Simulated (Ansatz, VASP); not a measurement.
KF in VASP and in Ansatz

```
CELL_PARAMETERS angstrom
-0.05802 2.69622 2.69622
2.69622 -0.05802 2.69622
2.69622 2.69622 -0.05802
ATOMIC_POSITIONS crystal
K 0.00000 0.00000 0.00000
F 0.50000 0.50000 0.50000
```

Alike in both runs: task single point; functional PBE; k mesh 8 × 8 × 8; occupations gaussian, width 0.05 eV; no spin polarisation.

|  | VASP | Ansatz |
| --- | --- | --- |
| version | VASP 6.6.1 | Ansatz 0.2.0 |
| potentials or method | VASP PAW PBE potentials, release 64 (K_sv, F), cutoff 520 eV | scalar-relativistic, plane waves, PAW |
| valence electrons in the cell | 16 | 16 |

|  | VASP | Ansatz | Ansatz less VASP |
| --- | --- | --- | --- |
| gap on the k mesh at the Fermi level (eV) | 5.84 | 5.86 | +0.015 |
| least direct gap on the mesh (eV) | 5.84 | 5.86 | +0.015 |
| pressure (GPa) | -0.5 | -0.5 | 0.00 |
| traceless stress, the component that is largest in VASP (GPa) | 0.27 | 0.28 | +0.003 |
